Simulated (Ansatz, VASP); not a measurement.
# Two plane-wave programs on Mg2NCl

POSCAR

```
Mg2NCl
1.0
    1.6629166821      0.9600853940      5.9967570437
   -1.6629166821      0.9600853940      5.9967570437
    0.0000000000     -1.9201707881      5.9967570437
Mg N Cl
2 1 1
Direct
    0.2229104119      0.2229104119      0.2229104119
    0.7770895881      0.7770895881      0.7770895881
    0.5000000000      0.5000000000      0.5000000000
    0.0000000000      0.0000000000      0.0000000000
```

File INCAR.step1:

```
PREC = Accurate ; ENCUT = 520
ISMEAR = 0 ; SIGMA = 0.01
LREAL = F ; LASPH = T
NELM = 80 ; NBANDS = 16
GGA = PE ; ALGO = Normal
EDIFF = 1E-4 ; LWAVE = T
LCHARG = F
```

File INCAR.step2:

```
PREC = Accurate ; ENCUT = 520
EDIFF = 1E-6 ; ISMEAR = 0
SIGMA = 0.01 ; LREAL = F
LASPH = T ; NELM = 80
ALGO = Normal ; ISIF = 2
LWAVE = F ; LCHARG = T
METAGGA = R2SCAN ; LMIXTAU = T
LELF = T ; LVHAR = T
NBANDS = 16 ; ISTART = 1
```

The input KPOINTS:

```
regular mesh
0
Gamma
  8 8 8
```

Input for Ansatz:

```yaml
crystal:
  lattice:
    - [1.6629166821, 0.960085394, 5.9967570437]
    - [-1.6629166821, 0.960085394, 5.9967570437]
    - [0.0, -1.9201707881, 5.9967570437]
  atoms:
    - { symbol: Mg, position: [0.2229104119, 0.2229104119, 0.2229104119] }
    - { symbol: Mg, position: [0.7770895881, 0.7770895881, 0.7770895881] }
    - { symbol: "N", position: [0.5, 0.5, 0.5] }
    - { symbol: Cl, position: [0.0, 0.0, 0.0] }
kpoints:
  mp_grid: { grid: [8, 8, 8] }
hamiltonian:
  xc: r2scan
scf:
  occupations: { method: fixed }
  n_extra_bands: 5
output:
  forces: true
  stress: true
  eigenvalues: true
```

Alike in both runs: task single point; functional r2SCAN; k mesh 8 × 8 × 8; no spin polarisation.

|  | VASP | Ansatz |
| --- | --- | --- |
| version | VASP 6.6.1 | Ansatz 0.2.0 |
| potentials or method | VASP PAW PBE potentials, release 64 (Mg, N, Cl) | plane waves, PAW |
| plane-wave cutoff (eV) | 520 | 500 |
| occupations | gaussian, width 0.01 eV | fixed |
| valence electrons in the cell | 16 | 32 |

```csv
,VASP,Ansatz,Ansatz less VASP
gap on the k mesh at the Fermi level (eV),2.87,2.91,+0.041
pressure (GPa),-3.2,-2.7,+0.53
"traceless stress, the component that is largest in VASP (GPa)",0.26,0.35,+0.095
rms of the force components (eV/Å),0.081,0.053,-0.0273
```

VASP's potentials were made for PBE, not for r2SCAN. Atom by atom the forces differ by 0.027 eV/Å (rms over components). VASP's potentials hold 16 valence electrons a cell and Ansatz's 32, so a difference there can come from the potentials and not from the codes.
